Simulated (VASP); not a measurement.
Input of a VASP 6.6.1 run:

The input INCAR:

```
SYSTEM = Re
ALGO     = Normal         ! electronic algorithm
EDIFF    = 1E-8           ! SCF threshold, eV
ENCUT    = 520            ! plane-wave cutoff, eV
GGA      = PS             ! functional
ISIF     = 2              ! what is computed and relaxed
ISMEAR   = -1             ! smearing method
LASPH    = .TRUE.         ! aspherical terms in the spheres
LCHARG   = .FALSE.        ! write CHGCAR
LEFG     = .TRUE.       
LREAL    = .FALSE.        ! projectors in reciprocal space
LWAVE    = .FALSE.        ! write WAVECAR
NBANDS   = 14             ! bands
NELM     = 80             ! most SCF steps
PREC     = Accurate       ! precision mode
SIGMA    = 0.05           ! smearing width, eV
```

KPOINTS

```
k-points
0
G
  18 18 10
  0 0 0
```

Contents of POSCAR:

```
Re
1.0
    2.6029010724      0.0000000000      0.0000000000
   -1.3014505362      2.2541784522      0.0000000000
    0.0000000000      0.0000000000      4.1620000000
Re
2
Direct
    0.3333333333      0.6666666667      0.2500000000
    0.6666666667      0.3333333333      0.7500000000
```

Potentials or basis: VASP PAW PBE potentials, release 64 (Re).

The run is started by

```sh
$ cat potpaw_PBE.64/Re/POTCAR > POTCAR
$ mpirun -np 1 vasp_std > vasp.out
```

Task: What does it give for the pressure?

Result: 103.6 GPa.

Task: Estimate the band gap on the k mesh.

Result: Zero (bands 7 and 8 overlap by 4.63 eV).

Electric field gradients, principal values (V/Å²):
```csv
atom,least,middle,greatest (by size)
1 Re,54.504,54.504,-109.008
2 Re,54.504,54.504,-109.008
```

Caveat: the stress differs along the axes, from 101 to 109 GPa; without QUAD_EFG the Cq values of the log hold for a quadrupole moment of 1 mb, not for the nuclei; the PAW data sets were made with another functional, which shifts forces and pressure a little; spin-orbit coupling is left out, which moves the levels of the heavy elements.
